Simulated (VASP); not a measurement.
# RbBr (Fm-3m) in VASP: notebook

The runs below take RbBr through relaxation of cell and atoms, single point, with PBE, r2SCAN.

All numbers are computed with VASP 6.6.1; they aren't measurements. Logs are shortened: lines on timing, memory, paths and dates and some standing lists are left out, and cuts for length are marked.

## 1. The cell of the first run

Symmetry: Fm-3m, No. 225, cubic system. The conventional cell has a = 6.987 Å, b = 6.987 Å, c = 6.987 Å, α = 90.00°, β = 90.00°, γ = 90.00°. Within 4.6 Å of Rb (site symmetry m-3m) lie 6 Br at 3.49 Å. Within 4.6 Å of Br (site symmetry m-3m) lie 6 Rb at 3.49 Å.

The cell was generated, and may not be a known phase.

## 2. Relaxation of cell and atoms, PBE

Input file INCAR:

```
SYSTEM = RbBr
  PREC = Accurate
  ENCUT = 500
  EDIFF = 1E-7
  ISMEAR = 0
  SIGMA = 0.1
  LREAL = .FALSE.
  LASPH = .TRUE.
  NELM = 120
  ALGO = Normal
  ISIF = 3
  LWAVE = .FALSE.
  LCHARG = .FALSE.
  GGA = PE
  IBRION = 2
  NSW = 90
  EDIFFG = -0.04
  GGA_COMPAT = .FALSE.
  NELMIN = 4
```

Input file KPOINTS:

```
regular mesh
0
G
  4 4 4
  0 0 0
```

Input file POSCAR:

```
RbBr
1.0
    0.0000000000      3.4936956019      3.4936956019
    3.4936956019      0.0000000000      3.4936956019
    3.4936956019      3.4936956019      0.0000000000
Rb Br
1 1
Direct
    0.0000000000      0.0000000000      0.0000000000
    0.5000000000      0.5000000000      0.5000000000
```

Potentials or basis: VASP PAW PBE potentials, release 64 (Rb_sv, Br).

Run with:

```sh
> cat potpaw_PBE.64/Rb_sv/POTCAR potpaw_PBE.64/Br/POTCAR > POTCAR
> mpirun -np 1 vasp_std > vasp.out
```

OUTCAR:

```text
SYSTEM = RbBr
   PREC = Accurate
   ENCUT = 500
   EDIFF = 1E-7
   ISMEAR = 0
   LREAL = .FALSE.
   LASPH = .TRUE.
   NELM = 120
   ISIF = 3
   GGA = PE
   IBRION = 2
   NSW = 90
   EDIFFG = -0.04
   NELMIN = 4

 ion  position               nearest neighbor table
   1  0.000  0.000  0.000-   2 3.49   2 3.49   2 3.49   2 3.49   2 3.49   2 3.49
   2  0.500  0.500  0.500-   1 3.49   1 3.49   1 3.49   1 3.49   1 3.49   1 3.49

  LATTYP: Found a face centered cubic cell.
 ALAT       =     6.9873912038

  Lattice vectors:

 A1 = (   0.0000000000,   3.4936956019,   3.4936956019)
 A2 = (   3.4936956019,   0.0000000000,   3.4936956019)
 A3 = (   3.4936956019,   3.4936956019,   0.0000000000)

Analysis of symmetry for initial positions (statically):
=====================================================================
 Subroutine PRICEL returns:
 Original cell was already a primitive cell.

 Routine SETGRP: Setting up the symmetry group for a
 face centered cubic supercell.

 Subroutine GETGRP returns: Found 48 space group operations
 (whereof 48 operations were pure point group operations)
 out of a pool of 48 trial point group operations.

The static configuration has the point symmetry O_h .

Analysis of symmetry for dynamics (positions and initial velocities):
=====================================================================
 Subroutine PRICEL returns:
 Original cell was already a primitive cell.

 Routine SETGRP: Setting up the symmetry group for a
 face centered cubic supercell.

 Subroutine GETGRP returns: Found 48 space group operations
 (whereof 48 operations were pure point group operations)
 out of a pool of 48 trial point group operations.

The dynamic configuration has the point symmetry O_h .

 Subroutine INISYM returns: Found 48 space group operations
 (whereof 48 operations are pure point group operations),
 and found     1 'primitive' translations

----------------------------------------------------------------------------------------

                                     Primitive cell

  volume of cell :      85.2875

  direct lattice vectors                    reciprocal lattice vectors
     0.000000000  3.493695602  3.493695602    -0.143114930  0.143114930  0.143114930
     3.493695602  0.000000000  3.493695602     0.143114930 -0.143114930  0.143114930
     3.493695602  3.493695602  0.000000000     0.143114930  0.143114930 -0.143114930

  length of vectors
     4.940831703  4.940831703  4.940831703     0.247882329  0.247882329  0.247882329

  position of ions in fractional coordinates (direct lattice)
     0.000000000  0.000000000  0.000000000
     0.500000000  0.500000000  0.500000000

  ion indices of the primitive-cell ions
   primitive index   ion index
                 1           1
                 2           2

----------------------------------------------------------------------------------------

 KPOINTS: regular mesh

Automatic generation of k-mesh.
 Grid dimensions read from file:
 generate k-points for:    4    4    4

 Generating k-lattice:

  Cartesian coordinates                     Fractional coordinates (reciprocal lattice)
    -0.035778732  0.035778732  0.035778732     0.250000000  0.000000000  0.000000000
     0.035778732 -0.035778732  0.035778732     0.000000000  0.250000000  0.000000000
     0.035778732  0.035778732 -0.035778732     0.000000000  0.000000000  0.250000000

  Length of vectors
     0.061970582  0.061970582  0.061970582

  Shift w.r.t. Gamma in fractional coordinates (k-lattice)
     0.000000000  0.000000000  0.000000000

 Subroutine IBZKPT returns following result:
 ===========================================

 Found      8 irreducible k-points:

 Following reciprocal coordinates:
            Coordinates               Weight
  0.000000  0.000000  0.000000      1.000000
  0.250000  0.000000  0.000000      8.000000
  0.500000  0.000000  0.000000      4.000000
  0.250000  0.250000  0.000000      6.000000
  0.500000  0.250000  0.000000     24.000000
 -0.250000  0.250000  0.000000     12.000000
  0.500000  0.500000  0.000000      3.000000
 -0.250000  0.500000  0.250000      6.000000
   k-points           NKPTS =      8   k-points in BZ     NKDIM =      8   number of bands    NBANDS=     12
   number of dos      NEDOS =    301   number of ions     NIONS =      2
   total plane-waves  NPLWV =  46656
   dimension x,y,z NGX =    36 NGY =   36 NGZ =   36
   dimension x,y,z NGXF=    72 NGYF=   72 NGZF=   72
   ions per type =               1   1
   NGX,Y,Z   is equivalent  to a cutoff of  12.11, 12.11, 12.11 a.u.
   NGXF,Y,Z  is equivalent  to a cutoff of  24.23, 24.23, 24.23 a.u.
 SYSTEM =  RbBr
   PREC   = accura    normal or accurate (medium, high low for compatibility)
   ISTART =      0    job   : 0-new  1-cont  2-samecut
   ICHARG =      2    charge: 1-file 2-atom 10-const
   ISPIN  =      1    spin polarized calculation?
   LNONCOLLINEAR =      F non collinear calculations
   LSORBIT =      F    spin-orbit coupling
   LASPH  =      T    aspherical Exc in radial PAW
   ENCUT  =  500.0 eV  36.75 Ry    6.06 a.u.   9.01  9.01  9.01*2*pi/ulx,y,z
   NELM   =    120;   NELMIN=  4; NELMDL= -5     # of ELM steps
   EDIFF  = 0.1E-06   stopping-criterion for ELM
   LREAL  =      F    real-space projection
   EDIFFG = -.4E-01   stopping-criterion for IOM
   NSW    =     90    number of steps for IOM
   IBRION =      2    ionic relax: 0-MD 1-quasi-New 2-CG
   NFREE  =      1    steps in history (QN), initial steepest desc. (CG)
   ISIF   =      3    stress and relaxation
   ISYM   =      2    0-nonsym 1-usesym 2-fastsym
   POTIM  = 0.5000    time-step for ionic-motion
   TEBEG  =    0.0;   TEEND  =   0.0 temperature during run
   PSTRESS=    0.0 pullay stress
   NELECT =      16.0000    total number of electrons
   NUPDOWN=      -1.0000    fix difference up-down
   EMIN   =  10.00;   EMAX   =-10.00  energy-range for DOS
   EFERMI =   0.00;   METHOD = LEGACY
   ISMEAR =     0;   SIGMA  =   0.10  broadening in eV -4-tet -1-fermi 0-gaus
   EFERMI_NEDOS =   21; number of points for ismear=-14 and -15
   IALGO  =     38    algorithm
   IMIX   =      4    mixing-type and parameters
     AMIX     =   0.40;   BMIX     =  1.00
     AMIX_MAG =   1.60;   BMIX_MAG =  1.00
  volume/ion in A,a.u.               =      42.64       287.77
  Fermi-wavevector in a.u.,A,eV,Ry     =   0.937173  1.771000 11.949905  0.878293
  Thomas-Fermi vector in A             =   2.064257
   LORBIT       =      0    0 simple, 1 ext, 2 COOP (PROOUT), +10 PAW based schemes
   GGA     = PE    functional components
   LHFCALC =     F    Hartree Fock is set to
   AEXX    =    0.0000 exact exchange contribution
   IVDW    =     0    specifies the selected vdW correction
   LEPSILON=     F    determine dielectric tensor
   LRPA    =     F    only Hartree local field effects (RPA)
 conjugate gradient relaxation of ions
 non-spin polarized calculation
 Gauss-broadening in eV      SIGMA  =   0.10
  energy-cutoff  :      500.00
  volume of cell :       85.29
 maximum number of plane-waves:      2200
   NGX = 17   NGY = 17   NGZ = 17

--------------------------------------- Ionic step        1  -------------------------------------------

 number of electron      15.9999999 magnetization

 Free energy of the ion-electron system (eV)
  ---------------------------------------------------
  ext. energy  EPLUGINS =         0.00000000
  ---------------------------------------------------
  free energy    TOTEN  =        -6.11465781 eV

  energy without entropy =       -6.11465781  energy(sigma->0) =       -6.11465781

------------------------ aborting loop because EDIFF is reached ----------------------------------------

  FORCE on cell =-STRESS in cart. coord.  units (eV):
  Direction    XX          YY          ZZ          XY          YZ          ZX
  --------------------------------------------------------------------------------------
  -------------------------------------------------------------------------------------
  Total        0.0955513      0.0955513      0.0955513     -0.0000000      0.0000000      0.0000000
  in kB        1.7949898      1.7949898      1.7949898     -0.0000000      0.0000000      0.0000000
  external PRESSURE =       1.7949898 kB  Pullay stress =       0.0000000 kB

 VOLUME and BASIS-vectors are now :
 -----------------------------------------------------------------------------
  energy-cutoff  :      500.00
  volume of cell :       85.29
      direct lattice vectors                 reciprocal lattice vectors
     0.000000000  3.493695602  3.493695602    -0.143114930  0.143114930  0.143114930
     3.493695602  0.000000000  3.493695602     0.143114930 -0.143114930  0.143114930
     3.493695602  3.493695602  0.000000000     0.143114930  0.143114930 -0.143114930

 POSITION                                       TOTAL-FORCE (eV/Angst)
 -----------------------------------------------------------------------------------
      0.00000      0.00000      0.00000         0.000000      0.000000      0.000000
      3.49370      3.49370      3.49370        -0.000000     -0.000000     -0.000000
 -----------------------------------------------------------------------------------
    total drift:                                0.000000      0.000000      0.000000

  FREE ENERGIE OF THE ION-ELECTRON SYSTEM (eV)
  ---------------------------------------------------
  free  energy   TOTEN  =        -6.1146578098 eV

  energy  without entropy=       -6.1146578098  energy(sigma->0) =       -6.11465781

--------------------------------------- Ionic step        2  -------------------------------------------

 number of electron      15.9999999 magnetization

 Free energy of the ion-electron system (eV)
  ---------------------------------------------------
  ext. energy  EPLUGINS =         0.00000000
  ---------------------------------------------------
  free energy    TOTEN  =        -6.11515568 eV

  energy without entropy =       -6.11515568  energy(sigma->0) =       -6.11515568

 E-fermi :  -1.5445     XC(G=0):  -6.9807

 val. band max:       -1.9850708926   @ k =   0.0000   0.0000   0.0000
 cond. band min:       2.2181676302   @ k =   0.0000   0.0000   0.0000
 fundamental gap:      4.2032385229
 Fermi energy:        -1.5444552637

 k-point     1 :       0.0000    0.0000    0.0000
  band No.  band energies     occupation
      1     -26.5403      2.00000
      2     -14.1053      2.00000
      3     -10.6117      2.00000
      4     -10.6117      2.00000
      5     -10.6117      2.00000
      6      -1.9851      2.00000
      7      -1.9851      2.00000
      8      -1.9851      2.00000
      9       2.2182      0.00000
     10       5.2694      0.00000
     11       5.2694      0.00000
     12       5.2694      0.00000

 k-point     2 :       0.2500    0.0000    0.0000
  band No.  band energies     occupation
      1     -26.5370      2.00000
      2     -14.1200      2.00000
      3     -10.6153      2.00000
      4     -10.6153      2.00000
      5     -10.5959      2.00000
      6      -2.4846      2.00000
      7      -2.1416      2.00000
      8      -2.1416      2.00000
      9       3.4153      0.00000
     10       5.1034      0.00000
     11       5.9461      0.00000
     12       5.9461      0.00000
[... 61 lines left out ...]
 k-point     7 :       0.5000    0.5000    0.0000
  band No.  band energies     occupation
      1     -26.5318      2.00000
      2     -14.0596      2.00000
      3     -10.7520      2.00000
      4     -10.6674      2.00000
      5     -10.6674      2.00000
      6      -2.4399      2.00000
      7      -2.1396      2.00000
      8      -2.1396      2.00000
      9       3.6819      0.00000
     10       4.9002      0.00000
     11       6.8883      0.00000
     12       7.0895      0.00000

 k-point     8 :      -0.2500    0.5000    0.2500
  band No.  band energies     occupation
      1     -26.5318      2.00000
      2     -14.0807      2.00000
      3     -10.7096      2.00000
      4     -10.7096      2.00000
      5     -10.6000      2.00000
      6      -2.4169      2.00000
      7      -2.3160      2.00000
      8      -2.3160      2.00000
      9       5.0250      0.00000
     10       5.0250      0.00000
     11       6.0076      0.00000
     12       6.3653      0.00000

------------------------ aborting loop because EDIFF is reached ----------------------------------------

  FORCE on cell =-STRESS in cart. coord.  units (eV):
  Direction    XX          YY          ZZ          XY          YZ          ZX
  --------------------------------------------------------------------------------------
  -------------------------------------------------------------------------------------
  Total        0.0491820      0.0491820      0.0491820     -0.0000000     -0.0000000      0.0000000
  in kB        0.9175544      0.9175544      0.9175544     -0.0000000     -0.0000000      0.0000000
  external PRESSURE =       0.9175544 kB  Pullay stress =       0.0000000 kB

 VOLUME and BASIS-vectors are now :
 -----------------------------------------------------------------------------
  energy-cutoff  :      500.00
  volume of cell :       85.88
      direct lattice vectors                 reciprocal lattice vectors
    -0.000000000  3.501747956  3.501747956    -0.142785833  0.142785833  0.142785833
     3.501747956  0.000000000  3.501747956     0.142785833 -0.142785833  0.142785833
     3.501747956  3.501747956 -0.000000000     0.142785833  0.142785833 -0.142785833

 POSITION                                       TOTAL-FORCE (eV/Angst)
 -----------------------------------------------------------------------------------
      3.50175      0.00000      3.50175         0.000000      0.000000      0.000000
      3.50175      3.50175      3.50175        -0.000000     -0.000000     -0.000000
 -----------------------------------------------------------------------------------
    total drift:                                0.000000      0.000000      0.000000

  FREE ENERGIE OF THE ION-ELECTRON SYSTEM (eV)
  ---------------------------------------------------
  free  energy   TOTEN  =        -6.1151556805 eV

  energy  without entropy=       -6.1151556804  energy(sigma->0) =       -6.11515568

 reached required accuracy - stopping structural energy minimisation
```

It took 38 s on 1 thread of Intel Xeon 8259CL, shared host; peak memory 0.21 GiB.

Results:

| Property | Result |
| --- | --- |
| Free energy | -6.1152 eV |
| Relaxed volume | 42.94 Å³/atom |
| Relaxed cell | a = 4.952 Å, b = 4.952 Å, c = 4.952 Å, α = 60.00°, β = 60.00°, γ = 60.00° |
| Space group after relaxing (to 0.1 Å) | Fm-3m (No. 225) |
| Energy gained by relaxing | 0.2 meV/atom |
| Ionic steps | 2 |
| Pressure after relaxing | 0.1 GPa |
| Band gap on the k mesh | 4.20 eV |

The path:
```csv
step,energy change (eV),largest force (eV/Å),pressure (GPa),volume (Å³)
1,0.0000,0.0000,0.18,85.29
2,-0.0005,0.0000,0.09,85.88
```

Final structure:
```
Rb Br
1.0
     0.00000    3.50175    3.50175
     3.50175    0.00000    3.50175
     3.50175    3.50175    0.00000
Rb Br
1 1
Direct
  0.00000 0.00000 0.00000
  0.50000 0.50000 0.50000
```

## 3. Single point, r2SCAN

This run uses another cell than the first one, of 43.20 Å³/atom.

Input file POSCAR:

```
RbBr
1.0
    0.0000000000      3.5087293501      3.5087293501
    3.5087293501      0.0000000000      3.5087293501
    3.5087293501      3.5087293501      0.0000000000
Rb Br
1 1
Direct
    0.0000000000      0.0000000000      0.0000000000
    0.5000000000      0.5000000000      0.5000000000
```

Input file INCAR.step1:

```
ALGO = Normal
EDIFF = 1E-5
ENCUT = 550
GGA = PE
GGA_COMPAT = False
ISMEAR = 0
LASPH = True
LCHARG = False
LREAL = False
LWAVE = True
NBANDS = 15
NELM = 120
PREC = Accurate
SIGMA = 0.02
```

Input file INCAR.step2:

```
ALGO = Normal
EDIFF = 1E-6
ENCUT = 550
GGA_COMPAT = False
ISIF = 2
ISMEAR = 0
ISTART = 1
LASPH = True
LCHARG = False
LMIXTAU = True
LREAL = False
LWAVE = False
METAGGA = R2SCAN
NBANDS = 15
NELM = 120
PREC = Accurate
SIGMA = 0.02
```

Input file KPOINTS:

```
k-points
0
Gamma
  6 6 6
```

Potentials or basis: VASP PAW PBE potentials, release 64 (Rb_sv, Br).

Run with:

```sh
> cat potpaw_PBE.64/Rb_sv/POTCAR potpaw_PBE.64/Br/POTCAR > POTCAR
> cp INCAR.step1 INCAR
> mpirun -np 1 vasp_std > vasp.out
> cp INCAR.step2 INCAR
> mpirun -np 1 vasp_std > vasp.out
```

Wall time 3.2 min (1 thread of Intel Xeon 8259CL, shared host); peak memory 0.27 GiB.

Results (log left out):

- Free energy: -31.1508 eV
- Pressure: -0.5 GPa
- Band gap on the k mesh: 4.79 eV

Levels at points of the mesh, in eV from the valence-band top:
| k point | band 5 | band 6 | band 7 | band 8 | band 9 | band 10 | band 11 | band 12 |
| --- | --- | --- | --- | --- | --- | --- | --- | --- |
| (0.00, 0.00, 0.00) | -8.84 | 0.00 | 0.00 | 0.00 | 4.79 | 7.86 | 7.86 | 7.86 |
| (0.50, 0.00, 0.00) | -8.80 | -0.86 | -0.29 | -0.29 | 7.11 | 8.03 | 10.01 | 10.01 |
| (0.50, 0.50, 0.00) | -8.89 | -0.46 | -0.15 | -0.15 | 6.13 | 7.68 | 9.35 | 9.92 |

Caveat: the PAW data sets were made with another functional, which shifts forces and pressure a little.
